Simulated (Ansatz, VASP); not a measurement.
**BN: VASP beside Ansatz**

POSCAR

```
BN
1.0
    2.4982400000      0.0000000000      0.0000000000
   -1.2491200000      2.1635393048      0.0000000000
    0.0000000000      0.0000000000      6.6357000000
N B
2 2
Direct
    0.6666666667      0.3333333333      0.2500000000
    0.3333333333      0.6666666667      0.7500000000
    0.6666666667      0.3333333333      0.7500000000
    0.3333333333      0.6666666667      0.2500000000
```

The input INCAR.step1:

```
SYSTEM = BN
ALGO = Normal
EDIFF = 1E-5
ENCUT = 520
GGA = PE
ISIF = 2
ISMEAR = -1
LASPH = .True.
LREAL = .False.
LWAVE = .True.
NBANDS = 16
NELM = 100
PREC = Accurate
SIGMA = 0.05
```

Contents of INCAR.step2:

```
SYSTEM = BN
AEXX = 0.25
ALGO = Normal
EDIFF = 1E-6
ENCUT = 520
GGA = PS
HFSCREEN = 0.207
ISIF = 2
ISMEAR = -1
ISTART = 1
LASPH = .True.
LCHARG = .True.
LELF = .True.
LHFCALC = .True.
LREAL = .False.
LVHAR = .True.
LWAVE = .False.
NBANDS = 16
NELM = 100
PREC = Accurate
PRECFOCK = Normal
SIGMA = 0.05
```

The input KPOINTS:

```
k-points
0
Gamma
  6 6 2
  0 0 0
```

Contents of input.yaml:

```yaml
crystal:
  lattice:
    - [2.49824, 0.0, 0.0]
    - [-1.24912, 2.1635393048, 0.0]
    - [0.0, 0.0, 6.6357]
  atoms:
    - { symbol: "N", position: [0.6666666667, 0.3333333333, 0.25] }
    - { symbol: "N", position: [0.3333333333, 0.6666666667, 0.75] }
    - { symbol: B, position: [0.6666666667, 0.3333333333, 0.75] }
    - { symbol: B, position: [0.3333333333, 0.6666666667, 0.25] }
hamiltonian:
  xc:
    exchange: hjs_pbesol
    correlation: pbesol
    exx: { coeff: 0.25, omega: 0.207 }
  pseudopotentials: { kind: paw }
kpoints:
  mp_grid: { grid: [6, 6, 2] }
  band_path:
    path:
      - [[0.0, 0.0, 0.0], [0.5, 0.0, 0.0], [0.3333333333, 0.3333333333, 0.0], [0.0, 0.0, 0.0], [0.0, 0.0, 0.5], [0.5, 0.0, 0.5], [0.3333333333, 0.3333333333, 0.5], [0.0, 0.0, 0.5]]
      - [[0.5, 0.0, 0.5], [0.5, 0.0, 0.0]]
      - [[0.3333333333, 0.3333333333, 0.0], [0.3333333333, 0.3333333333, 0.5]]
    npoints: 4
scf:
  occupations: { method: fermi_dirac, width: 0.05 }
  n_extra_bands: 10
output:
  forces: true
  stress: true
  eigenvalues: true
  fatbands: false
```

Alike in both runs: functional PBEsol-based screened hybrid; k mesh 6 × 6 × 2; occupations fermi-dirac, width 0.05 eV; no spin polarisation.

|  | VASP | Ansatz |
| --- | --- | --- |
| version | VASP 6.6.1 | Ansatz 0.2.0 |
| potentials or method | VASP PAW PBE potentials, release 64 (N, B) | Ansatz PAW |
| plane-wave cutoff (eV) | 520 | 420 |
| valence electrons in the cell | 16 | 16 |
| task | single point | band structure |

```csv
,VASP,Ansatz,Ansatz less VASP
gap on the k mesh at the Fermi level (eV),5.50,5.51,+0.012
least direct gap on the mesh (eV),5.98,5.99,+0.011
pressure (GPa),-1.8,-2.1,-0.35
"traceless stress, the component that is largest in VASP (GPa)",2.49,3.06,+0.562
```

VASP's potentials were made for PBE, not for PBEsol-based screened hybrid.

The k mesh is coarse, so the values compare programs but aren't converged.
